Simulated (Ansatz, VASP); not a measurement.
# Two plane-wave programs on Mg2Si3N

```xyz
6
Lattice="4.4011 0.0000 0.0000 -2.2006 3.8115 0.0000 0.0000 0.0000 5.4541" Properties=species:S:1:pos:R:3 pbc="T T T"
Mg    0.0000    2.5410    1.9852
Mg    2.2006    1.2705    1.9852
Si    0.0000    2.5410    4.7679
Si    2.2006    1.2705    4.7679
Si    0.0000    0.0000    3.9986
N     0.0000    0.0000    2.2226
```

Alike in both runs: functional PBE; k mesh 5 × 5 × 3; occupations gaussian, width 0.2 eV; no spin polarisation.

Ansatz relaxed the structure, and its values are those at the end. VASP's run is a single point on that final structure, the one shown.

|  | VASP | Ansatz |
| --- | --- | --- |
| version | VASP 6.6.1 | Ansatz 0.2.0 |
| potentials or method | VASP PAW PBE potentials, release 64 (Mg, Si, N), cutoff 600 eV | scalar-relativistic, plane waves, PAW |
| valence electrons in the cell | 21 | 37 |

```tsv
	VASP	Ansatz	Ansatz less VASP
gap on the k mesh at the Fermi level (eV)	none	none	-
pressure (GPa)	0.2	0.4	+0.15
rms of the force components (eV/Å)	0.023	0.018	-0.0047
```

A gap of «none» marks a metal or a gap that the smearing closes. VASP's potentials hold 21 valence electrons a cell and Ansatz's 37, so a difference there can come from the potentials and not from the codes.

The k mesh is coarse, so the values compare programs but aren't converged.
